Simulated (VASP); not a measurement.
Write the native input for VASP 6.6.1 that does the following.

| Quantity | Value |
| --- | --- |
| Task | single point |
| Functional | r2SCAN |
| Potentials or basis | VASP PAW PBE potentials, release 64 (K_sv) |
| Cutoff | 520 eV |
| k mesh | 7 × 7 × 7 |
| Occupations | fermi-dirac, width 0.05 eV |
| Spin | no spin polarisation |
| Dipole correction | no |
| Further INCAR settings | ALGO = Normal; EDIFF = 1e-06; NBANDS = 10 |

The system is K.

```
K
1.0
    -2.64249    2.64249    2.64249
     2.64249   -2.64249    2.64249
     2.64249    2.64249   -2.64249
K
1
Cartesian
  0.0000 0.0000 0.0000
```

These files were run (other wordings do the same):

POSCAR

```
K
1.0
   -2.6424908504      2.6424908504      2.6424908504
    2.6424908504     -2.6424908504      2.6424908504
    2.6424908504      2.6424908504     -2.6424908504
K
1
Direct
    0.0000000000      0.0000000000      0.0000000000
```

INCAR.step1

```
  PREC = Accurate
  ENCUT = 520
  ISMEAR = -1
  SIGMA = 0.05
  LREAL = F
  LASPH = T
  NELM = 100
  NBANDS = 10
  GGA = PE
  ALGO = Normal
  EDIFF = 1E-4
  LWAVE = T
  LCHARG = F
```

INCAR.step2

```
  PREC = Accurate
  ENCUT = 520
  EDIFF = 1E-6
  ISMEAR = -1
  SIGMA = 0.05
  LREAL = F
  LASPH = T
  NELM = 100
  ALGO = Normal
  ISIF = 2
  LWAVE = F
  LCHARG = T
  METAGGA = R2SCAN
  LMIXTAU = T
  LELF = T
  LVHAR = T
  NBANDS = 10
  ISTART = 1
```

KPOINTS

```
Automatic mesh
0
Gamma
  7 7 7
```

Potentials or basis: VASP PAW PBE potentials, release 64 (K_sv).

Launch:

```sh
$ cat potpaw_PBE.64/K_sv/POTCAR > POTCAR
$ cp INCAR.step1 INCAR
$ mpirun -np 1 vasp_std > vasp.out
$ cp INCAR.step2 INCAR
$ mpirun -np 1 vasp_std > vasp.out
```

Results of the run:

| Property | Result |
| --- | --- |
| Pressure | 0.1 GPa |

Caveat: the PAW data sets were made with another functional, which shifts forces and pressure a little.

Run time: 2.7 min on 1 thread of AMD EPYC 7R13, on a shared host, peak memory 0.18 GiB.
